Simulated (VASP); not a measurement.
# ZnSe (F-43m) in VASP: notebook

Runs on ZnSe. Level: PBEsol. Tasks: relaxation of cell and atoms.

All numbers are computed with VASP 6.6.1; they aren't measurements. Logs are shortened: lines on timing, memory, paths and dates and some standing lists are left out, and cuts for length are marked.

### Step 1. The cell of the first run

Symmetry: F-43m, No. 216, cubic system. The conventional cell has a = 5.633 Å, b = 5.633 Å, c = 5.633 Å, α = 90.00°, β = 90.00°, γ = 90.00°. Within 3.2 Å of Zn (site symmetry -43m) lie 4 Se at 2.44 Å. Se (site symmetry -43m) has 4 Zn at 2.44 Å within 3.2 Å.

### Step 2. Relaxation of cell and atoms, PBEsol, target pressure 20 GPa, at which the enthalpy is minimised

INCAR reads:

```
  PREC = Accurate
  ENCUT = 600
  EDIFF = 1E-6
  ISMEAR = 0
  SIGMA = 0.01
  LREAL = False
  LASPH = True
  NELM = 100
  ALGO = Normal
  ISIF = 3
  LWAVE = False
  LCHARG = False
  GGA = PS
  IBRION = 2
  NSW = 80
  EDIFFG = -0.001
  PSTRESS = 200.0
```

KPOINTS reads:

```
regular mesh
0
Gamma
  8 8 8
```

POSCAR reads:

```
ZnSe
1.0
    0.0000000000      2.8166002266      2.8166002266
    2.8166002266      0.0000000000      2.8166002266
    2.8166002266      2.8166002266      0.0000000000
Zn Se
1 1
Direct
    0.0000000000      0.0000000000      0.0000000000
    0.7500000000      0.7500000000      0.7500000000
```

Potentials or basis: VASP PAW PBE potentials, release 64 (Zn, Se).

Launch:

```bash
$ cat potpaw_PBE.64/Zn/POTCAR potpaw_PBE.64/Se/POTCAR > POTCAR
$ mpirun -np 1 vasp_std > vasp.out
```

OUTCAR:

```text
PREC = Accurate
   ENCUT = 600
   EDIFF = 1E-6
   ISMEAR = 0
   LREAL = False
   LASPH = True
   NELM = 100
   ISIF = 3
   GGA = PS
   IBRION = 2
   NSW = 80
   EDIFFG = -0.001
   PSTRESS = 200.0

 ion  position               nearest neighbor table
   1  0.000  0.000  0.000-   2 2.44   2 2.44   2 2.44   2 2.44
   2  0.750  0.750  0.750-   1 2.44   1 2.44   1 2.44   1 2.44

  LATTYP: Found a face centered cubic cell.
 ALAT       =     5.6332004532

  Lattice vectors:

 A1 = (   0.0000000000,   2.8166002266,   2.8166002266)
 A2 = (   2.8166002266,   0.0000000000,   2.8166002266)
 A3 = (   2.8166002266,   2.8166002266,   0.0000000000)

Analysis of symmetry for initial positions (statically):
=====================================================================
 Subroutine PRICEL returns:
 Original cell was already a primitive cell.

 Routine SETGRP: Setting up the symmetry group for a
 face centered cubic supercell.

 Subroutine GETGRP returns: Found 24 space group operations
 (whereof 24 operations were pure point group operations)
 out of a pool of 48 trial point group operations.

The static configuration has the point symmetry T_d .

Analysis of symmetry for dynamics (positions and initial velocities):
=====================================================================
 Subroutine PRICEL returns:
 Original cell was already a primitive cell.

 Routine SETGRP: Setting up the symmetry group for a
 face centered cubic supercell.

 Subroutine GETGRP returns: Found 24 space group operations
 (whereof 24 operations were pure point group operations)
 out of a pool of 48 trial point group operations.

The dynamic configuration has the point symmetry T_d .

 Subroutine INISYM returns: Found 24 space group operations
 (whereof 24 operations are pure point group operations),
 and found     1 'primitive' translations

----------------------------------------------------------------------------------------

                                     Primitive cell

  volume of cell :      44.6895

  direct lattice vectors                    reciprocal lattice vectors
     0.000000000  2.816600227  2.816600227    -0.177518980  0.177518980  0.177518980
     2.816600227  0.000000000  2.816600227     0.177518980 -0.177518980  0.177518980
     2.816600227  2.816600227  0.000000000     0.177518980  0.177518980 -0.177518980

  length of vectors
     3.983274240  3.983274240  3.983274240     0.307471893  0.307471893  0.307471893

  position of ions in fractional coordinates (direct lattice)
     0.000000000  0.000000000  0.000000000
     0.750000000  0.750000000  0.750000000

  ion indices of the primitive-cell ions
   primitive index   ion index
                 1           1
                 2           2

----------------------------------------------------------------------------------------

 KPOINTS: regular mesh

Automatic generation of k-mesh.
 Grid dimensions read from file:
 generate k-points for:    8    8    8

 Generating k-lattice:

  Cartesian coordinates                     Fractional coordinates (reciprocal lattice)
    -0.022189873  0.022189873  0.022189873     0.125000000  0.000000000  0.000000000
     0.022189873 -0.022189873  0.022189873     0.000000000  0.125000000  0.000000000
     0.022189873  0.022189873 -0.022189873     0.000000000  0.000000000  0.125000000

  Length of vectors
     0.038433987  0.038433987  0.038433987

  Shift w.r.t. Gamma in fractional coordinates (k-lattice)
     0.000000000  0.000000000  0.000000000

 Subroutine IBZKPT returns following result:
 ===========================================

 Found     29 irreducible k-points:

 Following reciprocal coordinates:
            Coordinates               Weight
  0.000000  0.000000  0.000000      1.000000
  0.125000  0.000000  0.000000      8.000000
  0.250000  0.000000  0.000000      8.000000
  0.375000  0.000000  0.000000      8.000000
  0.500000  0.000000  0.000000      4.000000
  0.125000  0.125000  0.000000      6.000000
[... 16 lines left out ...]
  0.500000  0.250000  0.125000     48.000000
 -0.375000  0.250000  0.125000     24.000000
 [... further k-points ...]
   k-points           NKPTS =     29   k-points in BZ     NKDIM =     29   number of bands    NBANDS=     13
   number of dos      NEDOS =    301   number of ions     NIONS =      2
   total plane-waves  NPLWV =  32768
   dimension x,y,z NGX =    32 NGY =   32 NGZ =   32
   dimension x,y,z NGXF=    64 NGYF=   64 NGZF=   64
   ions per type =               1   1
   NGX,Y,Z   is equivalent  to a cutoff of  13.36, 13.36, 13.36 a.u.
   NGXF,Y,Z  is equivalent  to a cutoff of  26.71, 26.71, 26.71 a.u.
 SYSTEM =  unknown system
   PREC   = accura    normal or accurate (medium, high low for compatibility)
   ISTART =      0    job   : 0-new  1-cont  2-samecut
   ICHARG =      2    charge: 1-file 2-atom 10-const
   ISPIN  =      1    spin polarized calculation?
   LNONCOLLINEAR =      F non collinear calculations
   LSORBIT =      F    spin-orbit coupling
   LASPH  =      T    aspherical Exc in radial PAW
   ENCUT  =  600.0 eV  44.10 Ry    6.64 a.u.   7.96  7.96  7.96*2*pi/ulx,y,z
   NELM   =    100;   NELMIN=  2; NELMDL= -5     # of ELM steps
   EDIFF  = 0.1E-05   stopping-criterion for ELM
   LREAL  =      F    real-space projection
   EDIFFG = -.1E-02   stopping-criterion for IOM
   NSW    =     80    number of steps for IOM
   IBRION =      2    ionic relax: 0-MD 1-quasi-New 2-CG
   NFREE  =      1    steps in history (QN), initial steepest desc. (CG)
   ISIF   =      3    stress and relaxation
   ISYM   =      2    0-nonsym 1-usesym 2-fastsym
   POTIM  = 0.5000    time-step for ionic-motion
   TEBEG  =    0.0;   TEEND  =   0.0 temperature during run
   PSTRESS=  200.0 pullay stress
   NELECT =      18.0000    total number of electrons
   NUPDOWN=      -1.0000    fix difference up-down
   EMIN   =  10.00;   EMAX   =-10.00  energy-range for DOS
   EFERMI =   0.00;   METHOD = LEGACY
   ISMEAR =     0;   SIGMA  =   0.01  broadening in eV -4-tet -1-fermi 0-gaus
   EFERMI_NEDOS =   21; number of points for ismear=-14 and -15
   IALGO  =     38    algorithm
   IMIX   =      4    mixing-type and parameters
     AMIX     =   0.40;   BMIX     =  1.00
     AMIX_MAG =   1.60;   BMIX_MAG =  1.00
  volume/ion in A,a.u.               =      22.34       150.79
  Fermi-wavevector in a.u.,A,eV,Ry     =   1.209012  2.284701 19.887758  1.461709
  Thomas-Fermi vector in A             =   2.344602
   LORBIT       =      0    0 simple, 1 ext, 2 COOP (PROOUT), +10 PAW based schemes
   GGA     = PS    functional components
   LHFCALC =     F    Hartree Fock is set to
   AEXX    =    0.0000 exact exchange contribution
   IVDW    =     0    specifies the selected vdW correction
   LEPSILON=     F    determine dielectric tensor
   LRPA    =     F    only Hartree local field effects (RPA)
 conjugate gradient relaxation of ions
 non-spin polarized calculation
 Gauss-broadening in eV      SIGMA  =   0.01
  energy-cutoff  :      600.00
  volume of cell :       44.69
 maximum number of plane-waves:      1524
   NGX = 15   NGY = 15   NGZ = 15

--------------------------------------- Ionic step        1  -------------------------------------------

 number of electron      17.9999985 magnetization

 Free energy of the ion-electron system (eV)
  ---------------------------------------------------
  ext. energy  EPLUGINS =         0.00000000
  ---------------------------------------------------
  free energy    TOTEN  =        -6.77296819 eV

  energy without entropy =       -6.77296819  energy(sigma->0) =       -6.77296819

 E-fermi :   1.7013     XC(G=0):  -9.6096

 val. band max:        1.6463758844   @ k =   0.0000   0.0000   0.0000
 cond. band min:       2.8895399830   @ k =   0.0000   0.0000   0.0000
 fundamental gap:      1.2431640986
 Fermi energy:         1.7012665495

 k-point     1 :       0.0000    0.0000    0.0000
  band No.  band energies     occupation
      1     -11.7591      2.00000
      2      -4.9799      2.00000
      3      -4.9799      2.00000
      4      -4.9799      2.00000
      5      -4.5916      2.00000
      6      -4.5916      2.00000
      7       1.6464      2.00000
      8       1.6464      2.00000
      9       1.6464      2.00000
     10       2.8895      0.00000
     11       7.3714      0.00000
     12       7.3714      0.00000
[... 867 lines left out ...]
  FREE ENERGIE OF THE ION-ELECTRON SYSTEM (eV)
  ---------------------------------------------------
  free  energy   TOTEN  =        -6.4056448312 eV

  energy  without entropy=       -6.4056448312  energy(sigma->0) =       -6.40564483

  enthalpy is  TOTEN    =        -1.7536036371 eV   P V=        4.6520411941

[... ionic steps 4 to 7 ...]

--------------------------------------- Ionic step        8  -------------------------------------------

 number of electron      18.0000001 magnetization

------------------------ aborting loop because EDIFF is reached ----------------------------------------

  FORCE on cell =-STRESS in cart. coord.  units (eV):
  Direction    XX          YY          ZZ          XY          YZ          ZX
  --------------------------------------------------------------------------------------
  -------------------------------------------------------------------------------------
  Total        4.5959654      4.5959654      4.5959654      0.0000000      0.0000000     -0.0000000
  in kB      199.7142190    199.7142190    199.7142190      0.0000000      0.0000000     -0.0000000
  external PRESSURE =      -0.2857810 kB  Pullay stress =     200.0000000 kB
[... 61 lines left out ...]
  enthalpy is  TOTEN    =        -1.7556621084 eV   P V=        4.6019884008

--------------------------------------- Ionic step       10  -------------------------------------------

 number of electron      18.0000001 magnetization

 Free energy of the ion-electron system (eV)
  ---------------------------------------------------
  ext. energy  EPLUGINS =         0.00000000
  ---------------------------------------------------
  free energy    TOTEN  =        -6.35703737 eV

  energy without entropy =       -6.35703737  energy(sigma->0) =       -6.35703737

 E-fermi :   3.6633     XC(G=0): -10.5184

 val. band max:        3.5461845698   @ k =   0.0000   0.0000   0.0000
 cond. band min:       5.6213476260   @ k =   0.0000   0.0000   0.0000
 fundamental gap:      2.0751630563
 Fermi energy:         3.6632523943

 k-point     1 :       0.0000    0.0000    0.0000
  band No.  band energies     occupation
      1     -11.3513      2.00000
      2      -4.0398      2.00000
      3      -4.0398      2.00000
      4      -4.0398      2.00000
      5      -3.4486      2.00000
      6      -3.4486      2.00000
      7       3.5462      2.00000
      8       3.5462      2.00000
      9       3.5462      2.00000
     10       5.6213      0.00000
     11       9.1232      0.00000
     12       9.1232      0.00000
[... 398 lines left out ...]
  FREE ENERGIE OF THE ION-ELECTRON SYSTEM (eV)
  ---------------------------------------------------
  free  energy   TOTEN  =        -6.3570373670 eV

  energy  without entropy=       -6.3570373670  energy(sigma->0) =       -6.35703737

  enthalpy is  TOTEN    =        -1.7556629340 eV   P V=        4.6013744330

 reached required accuracy - stopping structural energy minimisation
```

It took 2.8 min on 1 thread of Intel Xeon Platinum 8259CL at 2.50GHz (Skylake/Cascade Lake), shared host; peak memory 0.2 GiB.

What came out:

```yaml
Free_energy: -6.3570 eV
Relaxed_volume: 18.43 Å³/atom
Relaxed_cell: a = 3.736 Å, b = 3.736 Å, c = 3.736 Å, α = 60.00°, β = 60.00°, γ = 60.00°
Space_group_after_relaxing_to_0.05_Å: F-43m (No. 216)
Energy_change_on_relaxing_the_enthalpy_is_what_falls: +208.0 meV/atom
Ionic_steps: 10
Pressure_after_relaxing: 20.0 GPa
Band_gap_on_the_k_mesh: 2.08 eV, direct
```

The path:
```csv
step,energy change (eV),largest force (eV/Å),pressure (GPa),volume (Å³)
1,0.0000,0.0000,0.25,44.69
2,2.4683,0.0000,74.63,29.14
3,0.3673,0.0000,18.39,37.27
4,0.4051,0.0000,19.70,36.95
5,0.4232,0.0000,20.19,36.80
6,0.4100,0.0000,19.83,36.91
7,0.4165,0.0000,20.06,36.86
8,0.4148,0.0000,19.97,36.87
9,0.4153,0.0000,19.97,36.87
10,0.4159,0.0000,20.00,36.86
```

Final structure:
```yaml
crystal:
  lattice:
    - [0.00000, 2.64147, 2.64147]
    - [2.64147, 0.00000, 2.64147]
    - [2.64147, 2.64147, 0.00000]
  atoms:
    - { symbol: Zn, position: [0.00000, 0.00000, 0.00000] }
    - { symbol: Se, position: [0.75000, 0.75000, 0.75000] }
```

Caveat: the cell is relaxed towards a set pressure, so the enthalpy falls and the energy may rise; the volume moved by over 15 % at a fixed basis, so the end points are rough; the PAW data sets were made with another functional, which shifts forces and pressure a little. As with any semilocal functional, this PBEsol gap is likely too small.

(Continued in part 2 of 2.)
